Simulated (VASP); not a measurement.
The system is Os.

```
Os
1.0
     2.69715    0.00000    0.00000
    -1.34857    2.33580    0.00000
     0.00000    0.00000    4.26132
Os
2
Direct
  0.66667 0.33333 0.75000
  0.33333 0.66667 0.25000
```

Base run:

```yaml
Program: VASP 6.6.1
Functional: r2SCAN
Potentials_or_basis: VASP PAW PBE potentials, release 64 (Os)
Cutoff: 520 eV
k_mesh: 11 × 11 × 6
Occupations: fermi-dirac, width 0.05 eV
Spin: no spin polarisation
```

Its results: band gap on the k mesh zero (bands 8 and 9 overlap by 4.32 eV); pressure 22.2 GPa.

The run is repeated on the same cell with these changes: functional from r2SCAN to r2SCAN0; k mesh from 11 × 11 × 6 to 6 × 6 × 3. What comes out?

Band gap on the k mesh zero (bands 8 and 9 overlap by 5.60 eV); pressure 11.6 GPa.

Several settings changed at once.

Caveats: some runs use coarse meshes; the PAW data sets were made with another functional, which shifts forces and pressure a little; spin-orbit coupling is left out, which moves the levels of the heavy elements; the cell stands under pressure (at least some runs).
